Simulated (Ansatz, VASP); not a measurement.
**One calculation of SbBr, two programs**

Contents of INCAR:

```
SYSTEM = SbBr
  ALGO = Normal
  EDIFF = 1E-7
  EDIFFG = -0.01
  ENCUT = 600
  GGA = PE
  IBRION = 2
  ISIF = 3
  ISMEAR = 0
  LASPH = .TRUE.
  LCHARG = .FALSE.
  LREAL = .FALSE.
  LWAVE = .FALSE.
  NELM = 60
  NSW = 100
  PREC = Accurate
  SIGMA = 0.1
```

Contents of KPOINTS:

```
k-points
0
G
  14 14 14
  0 0 0
```

The input POSCAR:

```
SbBr
1.0
    0.0000000000      3.5270810918      3.5270810918
    3.5270810918      0.0000000000      3.5270810918
    3.5270810918      3.5270810918      0.0000000000
Sb Br
1 1
Direct
    0.0000000000      0.0000000000      0.0000000000
    0.2500000000      0.2500000000      0.2500000000
```

Input for Ansatz:

```yaml
crystal:
  lattice:
    - [0.0, 3.5270810918, 3.5270810918]
    - [3.5270810918, 0.0, 3.5270810918]
    - [3.5270810918, 3.5270810918, 0.0]
  atoms:
    - { symbol: Sb, position: [0.0, 0.0, 0.0] }
    - { symbol: Br, position: [0.25, 0.25, 0.25] }
basis:
  ecutwfc: 420
kpoints:
  mp_grid: { grid: [14, 14, 14] }
hamiltonian:
  xc: pbe
scf:
  occupations: { method: gaussian, width: 0.1 }
output:
  forces: true
  stress: true
  eigenvalues: true
relax:
  adjacent_minimum: "off"
  f_tol: 0.01
  max_steps: 80
  cell: { stress_tol: 0.05 }
```

Change from the starting cell: species swapped into the AlAs type (F-43m, No. 216).

Alike in both runs: task relaxation of cell and atoms; functional PBE; k mesh 14 × 14 × 14; occupations gaussian, width 0.1 eV; no spin polarisation.

```csv
,VASP,Ansatz
version,VASP 6.6.1,Ansatz 0.2.0
potentials or method,"VASP PAW PBE potentials, release 64 (Sb, Br), cutoff 600 eV","scalar-relativistic, plane waves, PAW"
valence electrons in the cell,12,22
```

|  | VASP | Ansatz | Ansatz less VASP |
| --- | --- | --- | --- |
| gap on the k mesh at the Fermi level, each at its own relaxed structure (eV) | none | none | - |
| relaxed volume (Å³/atom) | 43.74 | 43.88 | +0.133 |
| relaxed cell length with the largest relative difference (Å) | 4.983 | 4.988 | +0.0050 |

A gap of «none» marks a metal or a gap that the smearing closes. VASP's potentials hold 12 valence electrons a cell and Ansatz's 22, so a difference there can come from the potentials and not from the codes.

Neither program's run includes spin-orbit coupling.
